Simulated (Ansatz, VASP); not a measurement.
TiO2: VASP beside Ansatz

```
Ti O
1.0
     4.54558    0.00000    0.00000
     0.00000    5.51334    0.00000
     0.00000    0.00000    4.89359
Ti O
4 8
Direct
  0.50000 0.67581 0.75000
  0.00000 0.82419 0.25000
  0.50000 0.32419 0.25000
  0.00000 0.17581 0.75000
  0.72889 0.61816 0.08083
  0.22889 0.88184 0.91917
  0.77111 0.88184 0.58083
  0.27111 0.61816 0.41917
  0.72889 0.38184 0.58083
  0.22889 0.11816 0.41917
  0.77111 0.11816 0.08083
  0.27111 0.38184 0.91917
```

Alike in both runs: task single point; functional r2SCAN; k mesh 6 × 6 × 6; no spin polarisation.

|  | VASP | Ansatz |
| --- | --- | --- |
| version | VASP 6.6.1 | Ansatz 0.2.0 |
| potentials or method | VASP PAW PBE potentials, release 64 (Ti_sv, O) | plane waves, PAW |
| plane-wave cutoff (eV) | 520 | 500 |
| occupations | gaussian, width 0.01 eV | fixed |
| valence electrons in the cell | 96 | 96 |

Ansatz gave:

```
gap on the k mesh at the Fermi level (eV)                     : 3.05
pressure (GPa)                                                : 0.0
traceless stress, the component that is largest in VASP (GPa) : 0.00
rms of the force components (eV/Å)                            : 0.001
```

Question: What did VASP give for the same quantities?

Answer: gap on the k mesh at the Fermi level (eV): 3.06; pressure (GPa): 1.4; traceless stress, the component that is largest in VASP (GPa): -0.25; rms of the force components (eV/Å): 0.049.

VASP's potentials were made for PBE, not for r2SCAN. Atom by atom the forces differ by 0.049 eV/Å (rms over components).
